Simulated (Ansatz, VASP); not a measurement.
**One calculation of V, two programs**

The input INCAR:

```
SYSTEM = V
  ALGO = Normal
  EDIFF = 1E-8
  ENCUT = 520
  GGA = PE
  ISIF = 2
  ISMEAR = -1
  ISPIN = 2
  LASPH = .True.
  LCHARG = .False.
  LEFG = .True.
  LMAXMIX = 4
  LORBIT = 11
  LREAL = .False.
  LWAVE = .False.
  MAGMOM = 1.5
  NBANDS = 16
  NELM = 150
  PREC = Accurate
  SIGMA = 0.03
```

KPOINTS

```
k-points
0
Gamma
  19 19 19
  0 0 0
```

File POSCAR:

```
V
1.0
   -1.5130000000      1.5130000000      1.4978700000
    1.5130000000     -1.5130000000      1.4978700000
    1.5130000000      1.5130000000     -1.4978700000
V
1
Direct
    0.0000000000      0.0000000000      0.0000000000
```

Input for Ansatz:

```yaml
crystal:
  lattice:
    - [-1.513, 1.513, 1.49787]
    - [1.513, -1.513, 1.49787]
    - [1.513, 1.513, -1.49787]
  atoms:
    - { symbol: V, position: [0.0, 0.0, 0.0], spin: 1.5 }
magnetization:
  spin_polarized: true
kpoints:
  mp_grid: { grid: [19, 19, 19] }
scf:
  occupations: { method: fermi_dirac, width: 0.03 }
hamiltonian:
  xc: pbe
  pseudopotentials: { kind: all_electron, datasets: crystal }
output:
  forces: true
  stress: true
  eigenvalues: true
  efg: { contact_densities: true }
```

Change from the starting cell: zz strain of -1 %, crystal datasets.

Alike in both runs: task electric field gradients; functional PBE; k mesh 19 × 19 × 19; occupations fermi-dirac, width 0.03 eV; collinear spin.

|  | VASP | Ansatz |
| --- | --- | --- |
| version | VASP 6.6.1 | Ansatz 0.2.0 |
| potentials or method | VASP PAW PBE potentials, release 64 (V_sv), cutoff 520 eV | all-electron PAW with datasets made for the crystal, scalar-relativistic |

|  | VASP | Ansatz | Ansatz less VASP |
| --- | --- | --- | --- |
| pressure (GPa) | -3.2 | -3.5 | -0.26 |
| traceless stress, the component that is largest in VASP (GPa) | 0.83 | 0.83 | +0.004 |
| net moment per atom (μB) | 0.00 | 0.00 | 0.000 |
| size of Vzz on the site where it differs most (V/Å²) | 0.8 | 0.8 | -0.01 |

Ansatz ran all-electron here, and VASP with PAW potentials. Ansatz's warnings: seeded moment not kept.
